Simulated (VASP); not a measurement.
AlRu: single point with r2SCAN

The system is AlRu.

```
Al Ru
1.0
     2.95249    0.00000    0.00000
     0.00000    2.95249    0.00000
     0.00000    0.00000    2.95249
Al Ru
1 1
Cartesian
  0.0000 0.0000 0.0000
  1.4762 1.4762 1.4762
```

This cell differs from its parent crystal: volume scaled by 0.97.

* Program: VASP 6.6.1
* Task: single point
* Functional: r2SCAN
* Potentials or basis: VASP PAW PBE potentials, release 64 (Al, Ru_pv)
* Cutoff: 520 eV
* k mesh: 14 × 14 × 14
* Occupations: gaussian, width 0.1 eV
* Spin: no spin polarisation

```
Pressure : 7.4 GPa
```

Levels at points of the mesh, in eV from the Fermi level:
```tsv
k point	band 7	band 8	band 9	band 10	band 11	band 12
(0.00, 0.00, 0.00)	0.18	0.18	0.18	6.72	6.72	6.72
(0.50, 0.00, 0.00)	-1.78	-1.78	0.47	2.67	7.71	10.41
(0.50, 0.50, 0.00)	-1.50	-1.33	-1.33	1.83	5.93	7.18
(0.50, 0.50, 0.50)	1.93	1.93	3.45	4.42	4.42	4.42
```

It took 41 s on 1 thread of Intel(R) Xeon(R) 6975P-C (Granite Rapids), with other jobs on the host, peak memory 0.18 GiB.

Caveat: the PAW data sets were made with another functional, which shifts forces and pressure a little.
